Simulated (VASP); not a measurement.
Wanted: the native input for a VASP 6.6.1 run.

* Task: single point
* Functional: PBE
* Potentials or basis: VASP PAW PBE potentials, release 64 (Nb_sv, H)
* Cutoff: 520 eV
* k mesh: 6 × 6 × 6
* Occupations: gaussian, width 0.1 eV
* Spin: no spin polarisation
* Dipole correction: no
* Further INCAR settings: ALGO = Normal; EDIFF = 1e-06; NBANDS = 40

The structure of Nb2H3 lies in POSCAR:

```
Nb2H3
1.0
    2.5240620595      1.4572679095      4.0235117322
   -2.5240620595      1.4572679095      4.0235117322
    0.0000000000     -2.9145358191      4.0235117322
Nb H
4 6
Direct
    0.8715935432      0.8715935432      0.8715935432
    0.6284064568      0.6284064568      0.6284064568
    0.1284064568      0.1284064568      0.1284064568
    0.3715935432      0.3715935432      0.3715935432
    0.0116258820      0.4883741180      0.7500000000
    0.7500000000      0.0116258820      0.4883741180
    0.4883741180      0.7500000000      0.0116258820
    0.9883741180      0.5116258820      0.2500000000
    0.2500000000      0.9883741180      0.5116258820
    0.5116258820      0.2500000000      0.9883741180
```

These files were run (other wordings do the same):

INCAR

```
ALGO = Normal
EDIFF = 1E-6
ENCUT = 520
GGA = PE
ISIF = 2
ISMEAR = 0
LASPH = T
LCHARG = F
LREAL = F
LWAVE = F
NBANDS = 40
NELM = 80
PREC = Accurate
SIGMA = 0.1
```

KPOINTS

```
k-points
0
Gamma
  6 6 6
```

Potentials or basis: VASP PAW PBE potentials, release 64 (Nb_sv, H).

Launch:

```console
$ cat potpaw_PBE.64/Nb_sv/POTCAR potpaw_PBE.64/H/POTCAR > POTCAR
$ mpirun -np 1 vasp_std > vasp.out
```

It gave:

```json
{"Pressure": "-0.4 GPa", "Largest force": "0.015 eV/Å", "Band gap on the k mesh": "zero (band 29 reaches 11.59 eV, above the bottom of band 30 at 10.04 eV)"}
```

Run time: 64 s on 1 thread of Intel(R) Xeon(R) 6975P-C (Granite Rapids), on a shared host, peak memory 0.27 GiB.
